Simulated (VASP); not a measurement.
Wanted: the native input for a VASP 6.6.1 run.

| Property | Result |
| --- | --- |
| Task | single point |
| Functional | PBEsol |
| Potentials or basis | VASP PAW PBE potentials, release 64 (Hf_pv) |
| Cutoff | 520 eV |
| k mesh | 13 × 13 × 1 |
| Occupations | fermi-dirac, width 0.1 eV |
| Spin | no spin polarisation |
| Dipole correction | yes |
| Further INCAR settings | ALGO = Normal; EDIFF = 1e-06; NBANDS = 33 |

The structure of Hf lies in POSCAR:

```
Hf
1.0
    3.1580102184      0.0000000000      0.0000000000
   -1.5790051092      2.7349170745      0.0000000000
    0.0000000000      0.0000000000     26.0090000000
Hf
5
Direct
    0.0000000000      0.0000000000      0.3116356638
    0.3333333333      0.6666666667      0.4019204658
    0.0000000000      0.0000000000      0.5000000201
    0.3333333333      0.6666666667      0.5980795230
    0.0000000000      0.0000000000      0.6883643270
```

These files were run (other wordings do the same):

INCAR

```
SYSTEM = Hf
  PREC = Accurate
  ENCUT = 520
  EDIFF = 1E-6
  ISMEAR = -1
  SIGMA = 0.1
  LREAL = .FALSE.
  LASPH = .TRUE.
  NELM = 100
  ALGO = Normal
  ISIF = 2
  LWAVE = .FALSE.
  LCHARG = .FALSE.
  LDIPOL = .TRUE.
  IDIPOL = 3
  DIPOL = 0.5 0.5 0.500
  GGA = PS
  NBANDS = 33
```

KPOINTS

```
regular mesh
0
G
  13 13 1
  0 0 0
```

Potentials or basis: VASP PAW PBE potentials, release 64 (Hf_pv).

Launch:

```bash
$ cat potpaw_PBE.64/Hf_pv/POTCAR > POTCAR
$ mpirun -np 1 vasp_std > vasp.out
```

It gave:

```
Largest force          : 0.043 eV/Å
Band gap on the k mesh : zero (bands 25 and 26 overlap by 1.56 eV)
```

Caveat: the PAW data sets were made with another functional, which shifts forces and pressure a little; spin-orbit coupling is left out, which moves the levels of the heavy elements.

Wall time 5.4 min on 1 thread of Intel(R) Xeon(R) Platinum 8488C (Sapphire Rapids), on a shared host, peak memory 0.38 GiB.
